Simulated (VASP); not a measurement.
Input of a VASP 6.6.1 run:

Contents of POSCAR:

```
PbO
1.0
    3.9744000000      0.0000000000      0.0000000000
    0.0000000000      3.9744000000      0.0000000000
    0.0000000000      0.0000000000      5.0219000000
Pb O
2 2
Direct
    0.0000000000      0.5000000000      0.2356000000
    0.5000000000      0.0000000000      0.7644000000
    0.0000000000      0.0000000000      0.0000000000
    0.5000000000      0.5000000000      0.0000000000
```

The input INCAR.step1:

```
ALGO = Normal
EDIFF = 1E-5
ENCUT = 1480
GGA = PE
GGA_COMPAT = False
ISMEAR = 0
LASPH = True
LCHARG = False
LREAL = False
LWAVE = True
NBANDS = 28
NELM = 120
PREC = Accurate
SIGMA = 0.1
```

Contents of INCAR.step2:

```
ALGO = Normal
EDIFF = 1E-6
ENCUT = 1480
GGA_COMPAT = False
ISIF = 2
ISMEAR = 0
ISTART = 1
LASPH = True
LCHARG = True
LELF = True
LMIXTAU = True
LREAL = False
LVHAR = True
LWAVE = False
METAGGA = R2SCAN
NBANDS = 28
NELM = 120
PREC = Accurate
SIGMA = 0.1
```

File KPOINTS:

```
k-points
0
Gamma
  4 4 4
```

Potentials or basis: VASP PAW PBE potentials, release 64 (Pb_d, O_h).

The run is started by

```sh
$ cat potpaw_PBE.64/Pb_d/POTCAR potpaw_PBE.64/O_h/POTCAR > POTCAR
$ cp INCAR.step1 INCAR
$ mpirun -np 1 vasp_std > vasp.out
$ cp INCAR.step2 INCAR
$ mpirun -np 1 vasp_std > vasp.out
```

Task: Predict the pressure.

Result: 1.9 GPa.

Task: What does it give for the band gap on the k mesh?

Result: 1.55 eV (least direct gap 2.72 eV).

Forces on the atoms (eV/Å):
```
Pb   0.000  0.000  0.130
Pb   0.000  0.000 -0.130
O    0.000  0.000  0.000
O    0.000  0.000  0.000
```

Caveat: the PAW data sets were made with another functional, which shifts forces and pressure a little; spin-orbit coupling is left out, which moves the levels of the heavy elements. A k mesh can miss the band edges.
